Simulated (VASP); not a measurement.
Write the native input for VASP 6.6.1 that does the following.

* Task: relaxation of cell and atoms
* Functional: PBE
* Potentials or basis: VASP PAW PBE potentials, release 64 (C)
* Cutoff: 600 eV
* k mesh: 24 × 24 × 24
* Occupations: fermi-dirac, width 0.1 eV
* Spin: no spin polarisation
* Target pressure: 21 GPa
* Dipole correction: no
* Further INCAR settings: ALGO = Normal; EDIFF = 1e-06; IBRION = 2; EDIFFG = -0.005; NSW = 32; ISIF = 3

The structure of C lies in POSCAR:

```
C
1.0
   -1.1505524552      1.1505524552      1.1505524552
    1.1505524552     -1.1505524552      1.1505524552
    1.1505524552      1.1505524552     -1.1505524552
C
1
Direct
    0.0000000000      0.0000000000      0.0000000000
```

One way to write it, as run:

INCAR

```
ALGO     = Normal         # electronic algorithm
EDIFF    = 1E-6           # SCF threshold, eV
EDIFFG   = -0.005         # ionic threshold
ENCUT    = 600            # plane-wave cutoff, eV
GGA      = PE             # functional
IBRION   = 2              # ionic algorithm
ISIF     = 3              # what is computed and relaxed
ISMEAR   = -1             # smearing method
LASPH    = True           # aspherical terms in the spheres
LCHARG   = False          # write CHGCAR
LREAL    = False          # projectors in reciprocal space
LWAVE    = False          # write WAVECAR
NELM     = 100            # most SCF steps
NSW      = 32             # ionic steps
PREC     = Accurate       # precision mode
PSTRESS  = 210.0        
SIGMA    = 0.1            # smearing width, eV
```

KPOINTS

```
k-points
0
Gamma
  24 24 24
```

Potentials or basis: VASP PAW PBE potentials, release 64 (C).

The run is started by

```sh
$ cat potpaw_PBE.64/C/POTCAR > POTCAR
$ mpirun -np 1 vasp_std > vasp.out
```

It gave:

* Pressure after relaxing: 20.9 GPa
* Band gap on the k mesh: zero (band 2 reaches 19.79 eV, above the bottom of band 3 at 4.21 eV)

Caveat: the relaxation stopped at its first step, so nothing moved; the cell is relaxed towards a set pressure, so the enthalpy falls and the energy may rise.

It took 11 s on 1 thread of AMD EPYC 7R43 64-Core Processor (Zen 3), on a shared host, peak memory 0.09 GiB.
